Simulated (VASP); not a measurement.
Wanted: the native input for a VASP 6.6.1 run.

* Task: single point
* Functional: PBE
* Potentials or basis: VASP PAW PBE potentials, release 64 (Pd, Rh_pv)
* Cutoff: 520 eV
* k mesh: 14 × 14 × 14
* Occupations: gaussian, width 0.1 eV
* Spin: no spin polarisation
* Dipole correction: no
* Further INCAR settings: ALGO = Fast; EDIFF = 1e-06; NBANDS = 27

The structure of PdRh2 lies in POSCAR:

```
PdRh2
1.0
    0.0000000000      2.9557978330      2.9557978330
    2.9557978330      0.0000000000      2.9557978330
    2.9557978330      2.9557978330      0.0000000000
Pd Rh
1 2
Direct
    0.0000000000      0.0000000000      0.0000000000
    0.2500000000      0.2500000000      0.2500000000
    0.7500000000      0.7500000000      0.7500000000
```

These files were run (other wordings do the same):

INCAR

```
PREC     = Accurate       # precision mode
ENCUT    = 520            # plane-wave cutoff, eV
EDIFF    = 1E-6           # SCF threshold, eV
ISMEAR   = 0              # smearing method
SIGMA    = 0.1            # smearing width, eV
LREAL    = F              # projectors in reciprocal space
LASPH    = T              # aspherical terms in the spheres
NELM     = 80             # most SCF steps
ALGO     = Fast           # electronic algorithm
ISIF     = 2              # what is computed and relaxed
LWAVE    = F              # write WAVECAR
LCHARG   = F              # write CHGCAR
GGA      = PE             # functional
NBANDS   = 27             # bands
```

KPOINTS

```
regular mesh
0
Gamma
  14 14 14
```

Potentials or basis: VASP PAW PBE potentials, release 64 (Pd, Rh_pv).

Run with:

```bash
$ cat potpaw_PBE.64/Pd/POTCAR potpaw_PBE.64/Rh_pv/POTCAR > POTCAR
$ mpirun -np 1 vasp_std > vasp.out
```

It gave:

The pressure is -0.1 GPa and the band gap on the k mesh is zero (bands 20 and 21 overlap by 0.46 eV).

Wall time 55 s on 1 thread of AMD EPYC 9R45 96-Core Processor (Zen 5) (shared host), peak memory 0.24 GiB.
